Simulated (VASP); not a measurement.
# Ti12HO24 (a cell with a defect) in VASP: single point with PBE

Aim: the single point of Ti12HO24 (a cell with a defect) with PBE.

Everything below comes from runs of VASP 6.6.1. Logs are shortened: lines on timing, memory, paths and dates and some standing lists are left out, and cuts for length are marked.

### 1 The cell of the first run

The cell holds a defect, 37 atoms: a = 6.567 Å, b = 6.567 Å, c = 8.892 Å, α = 90.00°, β = 90.00°, γ = 90.00°.

### 2 Single point, PBE

File INCAR:

```
PREC = Accurate ; ENCUT = 520
EDIFF = 1E-7 ; ISMEAR = 0
SIGMA = 0.02 ; LREAL = Auto
LASPH = True ; NELM = 60
ALGO = Normal ; ISIF = 2
LWAVE = False ; LCHARG = False
GGA = PE ; NELECT = 288.0
NBANDS = 168
```

File KPOINTS:

```
Automatic mesh
0
Gamma
  2 2 2
  0.5 0.5 0.5
```

File POSCAR:

```
Ti12HO24
1.0
    4.6433175426      4.6433175426      0.0000000000
    4.6433175426     -4.6433175426      0.0000000000
    0.0000000000      0.0000000000     -8.8916040199
Ti O H
12 24 1
Direct
    0.4937705593     -0.0113473825      0.6650263537
    0.5138051572      0.0156716613      0.3333444667
    0.4930958262     -0.0107958371      1.0016373851
   -0.0118282886      0.4945919548      0.6569119573
    0.0006857166      0.4812572002      0.3333008300
   -0.0117184533      0.4943283501      1.0097115189
    0.0061785565     -0.0119685978      0.5002215562
    0.0055522802     -0.0122362943      0.1664266646
   -0.0171870649      0.0097869680      0.8332693385
    0.4902661683      0.5090542437      0.4995793774
    0.4903770804      0.5096548919      0.1669825823
    0.5221450994      0.4740122724      0.8333012788
    0.6960068895      0.0027002245      0.5001053792
    0.6960359636      0.0027168075      0.1665445286
    0.6944252618      0.0057592443      0.8333316445
    0.1933824236      0.5038180091      0.5002178448
    0.1933703633      0.5038184398      0.1664418475
    0.2055681076      0.5353426676      0.8333530130
    0.4986551057      0.3071329899      0.3333657227
    0.4961886580      0.3034865669     -0.0004140985
    0.4962016874      0.3034808598      0.6670620944
    1.0003983052      0.8073182516      0.3333333326
    0.9955188198      0.8077898971     -0.0005645775
    0.9954791930      0.8077810672      0.6672207834
    0.4999101351      0.6942517867      0.3333690967
    0.5071684153      0.6928963980      0.0006115882
    0.5072700668      0.6928388960      0.6660464171
    1.0021034438      0.1967798867      0.3333360318
    1.0056845041      0.2021084045     -0.0020163966
    1.0056584451      0.2021002207      0.6686543830
    0.3051398030     -0.0020657644      0.5004331041
    0.3051172975     -0.0020219380      0.1662553794
    0.3038829430     -0.0159054382      0.8333333315
    0.8051585888      0.5000211549      0.4986739164
    0.8051535278      0.4999788360      0.1679669941
    0.8114101535      0.4968096579      0.8333317569
    0.2230086550      0.6850016116      0.8334562564
```

Potentials or basis: VASP PAW PBE potentials, release 64 (Ti_sv, O, H).

On the command line:

```
cat potpaw_PBE.64/Ti_sv/POTCAR potpaw_PBE.64/O/POTCAR potpaw_PBE.64/H/POTCAR > POTCAR
mpirun -np 1 vasp_std > vasp.out
```

OUTCAR:

```text
PREC = Accurate
   ENCUT = 520
   EDIFF = 1E-7
   ISMEAR = 0
   LREAL = Auto
   LASPH = True
   NELM = 60
   ISIF = 2
   GGA = PE
   NELECT = 288.0

 ion  position               nearest neighbor table
   1  0.494  0.989  0.665-  31 1.92  27 1.94  33 1.95  13 1.98  15 2.00  21 2.07
   2  0.514  0.016  0.333-  13 1.91  14 1.91  19 1.92  31 2.02  32 2.02  25 2.11
   3  0.493  0.989  0.002-  32 1.92  33 1.95  26 1.95  14 1.98  15 2.00  20 2.06
   4  0.988  0.495  0.657-  34 1.85  30 1.93  16 1.94  36 1.95  24 2.06  18 2.14   5 2.88
   5  0.001  0.481  0.333-  28 1.87  17 1.96  35 1.96  16 1.96  34 1.96  22 2.14   6 2.88   4 2.88

   6  0.988  0.494  0.010-  35 1.85  29 1.93  17 1.94  36 1.95  23 2.06  18 2.14   5 2.88
   7  0.006  0.988  0.500-  24 1.90  22 1.90  31 1.96  28 2.02  13 2.04  30 2.05
   8  0.006  0.988  0.166-  23 1.90  22 1.90  32 1.97  28 2.02  14 2.03  29 2.06
   9  0.983  0.010  0.833-  15 1.89  30 1.94  29 1.94  24 1.99  23 1.99  33 2.12
  10  0.490  0.509  0.500-  27 1.91  25 1.91  16 1.95  19 1.99  21 2.01  34 2.07
  11  0.490  0.510  0.167-  26 1.91  25 1.91  17 1.95  19 1.99  20 2.01  35 2.07
  12  0.522  0.474  0.833-  21 1.86  20 1.86  36 1.91  27 2.07  26 2.07  18 2.12
  13  0.696  0.003  0.500-   2 1.91   1 1.98   7 2.04
  14  0.696  0.003  0.167-   2 1.91   3 1.98   8 2.03
  15  0.694  0.006  0.833-   9 1.89   1 2.00   3 2.00
  16  0.193  0.504  0.500-   4 1.94  10 1.95   5 1.96
  17  0.193  0.504  0.166-   6 1.94  11 1.95   5 1.96
  18  0.206  0.535  0.833-  37 0.99  12 2.12   6 2.14   4 2.14
  19  0.499  0.307  0.333-   2 1.92  10 1.99  11 1.99
  20  0.496  0.303  1.000-  12 1.86  11 2.01   3 2.06
  21  0.496  0.303  0.667-  12 1.86  10 2.01   1 2.07
  22  0.000  0.807  0.333-   8 1.90   7 1.90   5 2.14
  23  0.996  0.808  0.999-   8 1.90   9 1.99   6 2.06
  24  0.995  0.808  0.667-   7 1.90   9 1.99   4 2.06
[... 10 lines left out ...]
  35  0.805  0.500  0.168-   6 1.85   5 1.96  11 2.07
  36  0.811  0.497  0.833-  12 1.91   4 1.95   6 1.95
  37  0.223  0.685  0.833-  18 0.99

  LATTYP: Found a simple tetragonal cell.
 ALAT       =     6.5666426431
 C/A-ratio  =     1.3540563273

  Lattice vectors:

 A1 = (   4.6433175426,   4.6433175426,   0.0000000000)
 A2 = (   4.6433175426,  -4.6433175426,   0.0000000000)
 A3 = (   0.0000000000,   0.0000000000,  -8.8916040199)

Analysis of symmetry for initial positions (statically):
=====================================================================
 Subroutine PRICEL returns:
 Original cell was already a primitive cell.

 Routine SETGRP: Setting up the symmetry group for a
 simple tetragonal supercell.

 Subroutine GETGRP returns: Found  1 space group operations
 (whereof  1 operations were pure point group operations)
 out of a pool of 16 trial point group operations.

The static configuration has the point symmetry C_1 .

Analysis of symmetry for dynamics (positions and initial velocities):
=====================================================================
 Subroutine PRICEL returns:
 Original cell was already a primitive cell.

 Routine SETGRP: Setting up the symmetry group for a
 simple tetragonal supercell.

 Subroutine GETGRP returns: Found  1 space group operations
 (whereof  1 operations were pure point group operations)
 out of a pool of 16 trial point group operations.

The dynamic configuration has the point symmetry C_1 .

 Subroutine INISYM returns: Found  1 space group operations
 (whereof  1 operations are pure point group operations),
 and found     1 'primitive' translations

----------------------------------------------------------------------------------------

                                     Primitive cell

  volume of cell :     383.4130

  direct lattice vectors                    reciprocal lattice vectors
     4.643317543  4.643317543  0.000000000     0.107681630  0.107681630  0.000000000
     4.643317543 -4.643317543  0.000000000     0.107681630 -0.107681630  0.000000000
     0.000000000  0.000000000 -8.891604020     0.000000000  0.000000000 -0.112465647

  length of vectors
     6.566642643  6.566642643  8.891604020     0.152284821  0.152284821  0.112465647

  position of ions in fractional coordinates (direct lattice)
     0.493770559  0.988652618  0.665026354
     0.513805157  0.015671661  0.333344467
     0.493095826  0.989204163  0.001637385
     0.988171711  0.494591955  0.656911957
     0.000685717  0.481257200  0.333300830
     0.988281547  0.494328350  0.009711519
[... 29 lines left out ...]
     0.811410153  0.496809658  0.833331757
     0.223008655  0.685001612  0.833456256

  ion indices of the primitive-cell ions
   primitive index   ion index
                 1           1
                 2           2
                 3           3
                 4           4
                 5           5
                 6           6
[... 29 lines left out ...]
                36          36
                37          37

----------------------------------------------------------------------------------------

 KPOINTS: Automatic mesh

Automatic generation of k-mesh.
 Grid dimensions read from file:
 generate k-points for:    2    2    2

 Generating k-lattice:

  Cartesian coordinates                     Fractional coordinates (reciprocal lattice)
     0.053840815  0.053840815  0.000000000     0.500000000  0.000000000  0.000000000
     0.053840815 -0.053840815  0.000000000     0.000000000  0.500000000  0.000000000
     0.000000000  0.000000000 -0.056232824     0.000000000  0.000000000  0.500000000

  Length of vectors
     0.076142411  0.076142411  0.056232824

  Shift w.r.t. Gamma in fractional coordinates (k-lattice)
     0.500000000  0.500000000  0.500000000

 Subroutine IBZKPT returns following result:
 ===========================================

 Found      4 irreducible k-points:

 Following reciprocal coordinates:
            Coordinates               Weight
  0.250000  0.250000  0.250000      2.000000
 -0.250000  0.250000  0.250000      2.000000
 -0.250000 -0.250000  0.250000      2.000000
  0.250000 -0.250000  0.250000      2.000000
   k-points           NKPTS =      4   k-points in BZ     NKDIM =      4   number of bands    NBANDS=    168
   number of dos      NEDOS =    301   number of ions     NIONS =     37
   total plane-waves  NPLWV = 175000
   dimension x,y,z NGX =    50 NGY =   50 NGZ =   70
   dimension x,y,z NGXF=   100 NGYF=  100 NGZF=  140
   ions per type =              12  24   1
   NGX,Y,Z   is equivalent  to a cutoff of  12.66, 12.66, 13.09 a.u.
   NGXF,Y,Z  is equivalent  to a cutoff of  25.32, 25.32, 26.18 a.u.
 SYSTEM =  unknown system
   PREC   = accura    normal or accurate (medium, high low for compatibility)
   ISTART =      0    job   : 0-new  1-cont  2-samecut
   ICHARG =      2    charge: 1-file 2-atom 10-const
   ISPIN  =      1    spin polarized calculation?
   LNONCOLLINEAR =      F non collinear calculations
   LSORBIT =      F    spin-orbit coupling
   LASPH  =      T    aspherical Exc in radial PAW
   ENCUT  =  520.0 eV  38.22 Ry    6.18 a.u.  12.21 12.21 16.53*2*pi/ulx,y,z
   NELM   =     60;   NELMIN=  2; NELMDL= -5     # of ELM steps
   EDIFF  = 0.1E-06   stopping-criterion for ELM
   LREAL  =      T    real-space projection
   EDIFFG = 0.1E-05   stopping-criterion for IOM
   NSW    =      0    number of steps for IOM
   IBRION =     -1    ionic relax: 0-MD 1-quasi-New 2-CG
   NFREE  =      0    steps in history (QN), initial steepest desc. (CG)
   ISIF   =      2    stress and relaxation
   ISYM   =      2    0-nonsym 1-usesym 2-fastsym
   POTIM  = 0.5000    time-step for ionic-motion
   TEBEG  =    0.0;   TEEND  =   0.0 temperature during run
   PSTRESS=    0.0 pullay stress
   NELECT =     288.0000    total number of electrons
   NUPDOWN=      -1.0000    fix difference up-down
   EMIN   =  10.00;   EMAX   =-10.00  energy-range for DOS
   EFERMI =   0.00;   METHOD = LEGACY
   ISMEAR =     0;   SIGMA  =   0.02  broadening in eV -4-tet -1-fermi 0-gaus
   EFERMI_NEDOS =   21; number of points for ismear=-14 and -15
   IALGO  =     38    algorithm
   IMIX   =      4    mixing-type and parameters
     AMIX     =   0.40;   BMIX     =  1.00
     AMIX_MAG =   1.60;   BMIX_MAG =  1.00
  volume/ion in A,a.u.               =      10.36        69.93
  Fermi-wavevector in a.u.,A,eV,Ry     =   1.488161  2.812217 30.131793  2.214624
  Thomas-Fermi vector in A             =   2.601231
   LORBIT       =      0    0 simple, 1 ext, 2 COOP (PROOUT), +10 PAW based schemes
   GGA     = PE    functional components
   LHFCALC =     F    Hartree Fock is set to
   AEXX    =    0.0000 exact exchange contribution
   IVDW    =     0    specifies the selected vdW correction
   LEPSILON=     F    determine dielectric tensor
   LRPA    =     F    only Hartree local field effects (RPA)
 non-spin polarized calculation
 Gauss-broadening in eV      SIGMA  =   0.02
  energy-cutoff  :      520.00
  volume of cell :      383.41
 maximum number of plane-waves:     10322
 NGX is ok and might be reduce to    50
   NGX = 25   NGY = 25   NGZ = 33

 number of electron     288.0000002 magnetization

 Free energy of the ion-electron system (eV)
  ---------------------------------------------------
  ext. energy  EPLUGINS =         0.00000000
  ---------------------------------------------------
  free energy    TOTEN  =      -331.97625855 eV

  energy without entropy =     -331.97625855  energy(sigma->0) =     -331.97625855

 E-fermi :   4.5667     XC(G=0): -11.2784

 val. band max:        4.3222644268   @ k =  -0.2500  -0.2500   0.2500
 cond. band min:       6.7611617641   @ k =  -0.2500  -0.2500   0.2500
 fundamental gap:      2.4388973372
 Fermi energy:         4.5666576746

 k-point     1 :       0.2500    0.2500    0.2500
  band No.  band energies     occupation
      1     -52.3521      2.00000
      2     -52.3407      2.00000
      3     -52.2880      2.00000
      4     -52.2838      2.00000
      5     -52.2674      2.00000
      6     -52.2469      2.00000
[... 148 lines left out ...]
    155       7.3192      0.00000
    156       7.3602      0.00000

 k-point     2 :      -0.2500    0.2500    0.2500
  band No.  band energies     occupation
      1     -52.3521      2.00000
      2     -52.3407      2.00000
      3     -52.2880      2.00000
      4     -52.2838      2.00000
      5     -52.2674      2.00000
      6     -52.2469      2.00000
[... 148 lines left out ...]
    155       7.2980      0.00000
    156       7.3632      0.00000

 k-point     3 :      -0.2500   -0.2500    0.2500
  band No.  band energies     occupation
      1     -52.3521      2.00000
      2     -52.3407      2.00000
      3     -52.2880      2.00000
      4     -52.2838      2.00000
      5     -52.2674      2.00000
      6     -52.2469      2.00000
[... 148 lines left out ...]
    155       7.3188      0.00000
    156       7.3606      0.00000

 k-point     4 :       0.2500   -0.2500    0.2500
  band No.  band energies     occupation
      1     -52.3521      2.00000
      2     -52.3407      2.00000
      3     -52.2880      2.00000
      4     -52.2838      2.00000
      5     -52.2674      2.00000
      6     -52.2469      2.00000
[... 148 lines left out ...]
    155       7.2978      0.00000
    156       7.3643      0.00000
 [bands above 156 left out]

------------------------ aborting loop because EDIFF is reached ----------------------------------------

  FORCE on cell =-STRESS in cart. coord.  units (eV):
  Direction    XX          YY          ZZ          XY          YZ          ZX
  --------------------------------------------------------------------------------------
  -------------------------------------------------------------------------------------
  Total       -7.0201314     -3.3953587     -1.0948489      2.6604281     -0.0142689      0.0019939
  in kB      -29.3351927    -14.1882673     -4.5750716     11.1171951     -0.0596256      0.0083320
  external PRESSURE =     -16.0328439 kB  Pullay stress =       0.0000000 kB

 VOLUME and BASIS-vectors are now :
 -----------------------------------------------------------------------------
  energy-cutoff  :      520.00
  volume of cell :      383.41
      direct lattice vectors                 reciprocal lattice vectors
     4.643317543  4.643317543  0.000000000     0.107681630  0.107681630  0.000000000
     4.643317543 -4.643317543  0.000000000     0.107681630 -0.107681630  0.000000000
     0.000000000  0.000000000 -8.891604020     0.000000000  0.000000000 -0.112465647

 POSITION                                       TOTAL-FORCE (eV/Angst)
 -----------------------------------------------------------------------------------
      6.88336     -2.29789     -5.91315         0.029677     -0.005025     -0.012190
      2.45853      2.31299     -2.96397        -0.040305      0.000398     -0.002614
      6.88279     -2.30359     -0.01456         0.034970      0.004294      0.006565
      6.88494      2.29185     -5.84100         0.044706      0.013161     -0.070654
      2.23781     -2.23145     -2.96358         0.018124     -0.031754      0.007823
      6.88423      2.29358     -0.08635         0.044697      0.011095      0.072317
[... 29 lines left out ...]
      6.07448      1.46079     -7.40966         0.001912     -0.003779      0.003104
      4.21618     -2.14518     -7.41076         0.075834     -0.063429      0.001032
 -----------------------------------------------------------------------------------
    total drift:                               -0.005286      0.005435     -0.007116

  FREE ENERGIE OF THE ION-ELECTRON SYSTEM (eV)
  ---------------------------------------------------
  free  energy   TOTEN  =      -331.9762585470 eV

  energy  without entropy=     -331.9762585470  energy(sigma->0) =     -331.97625855
```

Run time: 9.1 min. Hardware: 1 thread of AMD EPYC 9R14 (Zen 4), shared host; peak memory 0.48 GiB.

Results:

* Free energy: -331.9763 eV
* Largest force: 0.099 eV/Å

Forces in eV/Å, atoms in the order of the input:
```
Ti   0.030 -0.005 -0.012
Ti  -0.040  0.000 -0.003
Ti   0.035  0.004  0.007
Ti   0.045  0.013 -0.071
Ti   0.018 -0.032  0.008
Ti   0.045  0.011  0.072
Ti   0.010 -0.034 -0.017
Ti   0.018 -0.029  0.023
Ti   0.022  0.029 -0.010
Ti  -0.009  0.031 -0.014
Ti  -0.010  0.027  0.023
Ti   0.022 -0.055 -0.005
O    0.030  0.024 -0.014
O    0.029  0.027  0.014
O   -0.010 -0.011  0.004
O    0.021  0.018  0.005
O    0.023  0.019 -0.008
O   -0.050  0.040  0.003
O    0.002  0.001  0.004
O   -0.037  0.032 -0.043
O   -0.038  0.036  0.041
O   -0.049  0.045 -0.001
O   -0.032  0.037  0.015
O   -0.031  0.038 -0.016
O    0.049 -0.044  0.002
O    0.009 -0.007  0.023
O    0.007 -0.010 -0.026
O   -0.018  0.015 -0.003
O   -0.003  0.001 -0.025
O    0.001  0.001  0.023
O   -0.015 -0.011  0.025
O   -0.014 -0.014 -0.023
O   -0.037 -0.024  0.002
O   -0.049 -0.051  0.023
O   -0.050 -0.054 -0.030
O    0.002 -0.004  0.003
H    0.076 -0.063  0.001
```

Caveat: the cell carries a net charge on a neutralising background, which shifts energy and pressure; the cell is charged against a uniform background, so pressure and absolute levels hang on convention.
